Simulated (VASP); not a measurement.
Set up this calculation in VASP 6.6.1, as the native input.

| Quantity | Value |
| --- | --- |
| Task | single point |
| Functional | PBE |
| Potentials or basis | VASP PAW PBE potentials, release 64 (Se, Pt) |
| Cutoff | 520 eV |
| k mesh | 2 × 2 × 2 |
| Occupations | methfessel-paxton, width 0.15 eV |
| Spin | no spin polarisation |
| Dipole correction | no |
| Further INCAR settings | LREAL = Auto; ALGO = Normal; EDIFF = 1e-06; NBANDS = 100 |

The structure of Pt7Se16 (a cell with a defect) lies in POSCAR:

```
Pt7Se16
1.0
    7.5301619300     -0.0000000400      0.0000000000
   -3.7650800000      6.5213120800      0.0000000000
    0.0000000000      0.0000000000     10.1632320000
Se Pt
16 7
Direct
    0.1846823154      0.3528118236      0.1283738283
    0.3329214353      0.1692164092      0.3610857255
    0.0685393733      0.2701290754      0.6000090326
    0.3538532534      0.1929662311      0.8712848432
    0.1828730927      0.8575544214      0.1229959131
    0.3605192752      0.6993393290      0.3624154206
    0.1791490803      0.8707062225      0.6356749506
    0.3467494507      0.6839494812      0.8703885732
    0.6751360881      0.3452731597      0.1277859248
    0.8632881403      0.1895636981      0.4107021270
    0.6208561184      0.3485333928      0.6297727927
    0.8474135139      0.1882076826      0.8730589836
    0.6823499962      0.8593881045      0.1299105442
    0.9869069342      0.5673303154      0.3432133597
    0.6323202808      0.7965791181      0.6331489825
    0.8468000911      0.6868830964      0.8780491285
    0.0141004605      0.0206289776      0.0000444740
    0.0148514233      0.5208260177      0.0009139809
   -0.1478284582      0.6780521987      0.5147134297
    0.5132544068      0.0167454063     -0.0023095015
    0.5065072879      0.0196964995      0.5028450595
    0.5167454764      0.5237055026      0.0046238244
    0.4240993284      0.4715380861      0.5068541188
```

The input as run:

INCAR

```
  ALGO = Normal
  EDIFF = 1E-6
  ENCUT = 520
  GGA = PE
  ISIF = 2
  ISMEAR = 1
  LASPH = T
  LCHARG = T
  LELF = T
  LREAL = Auto
  LVHAR = T
  LWAVE = F
  NBANDS = 100
  NELM = 80
  PREC = Accurate
  SIGMA = 0.15
```

KPOINTS

```
k-points
0
Gamma
  2 2 2
```

Potentials or basis: VASP PAW PBE potentials, release 64 (Se, Pt).

Run with:

```sh
$ cat potpaw_PBE.64/Se/POTCAR potpaw_PBE.64/Pt/POTCAR > POTCAR
$ mpirun -np 1 vasp_std > vasp.out
```

It gave:

```yaml
Pressure: 2.3 GPa
Largest_force: 0.607 eV/Å
Band_gap_on_the_k_mesh: zero (bands 83 and 84 overlap by 0.22 eV)
```

Caveat: the k points lie up to 0.48 Å⁻¹ apart; spin-orbit coupling is left out, which moves the levels of the heavy elements.

Wall time 17 min on 1 thread of Intel(R) Xeon(R) Platinum 8259CL CPU @ 2.50GHz (Skylake/Cascade Lake), on a shared host, peak memory 0.66 GiB.
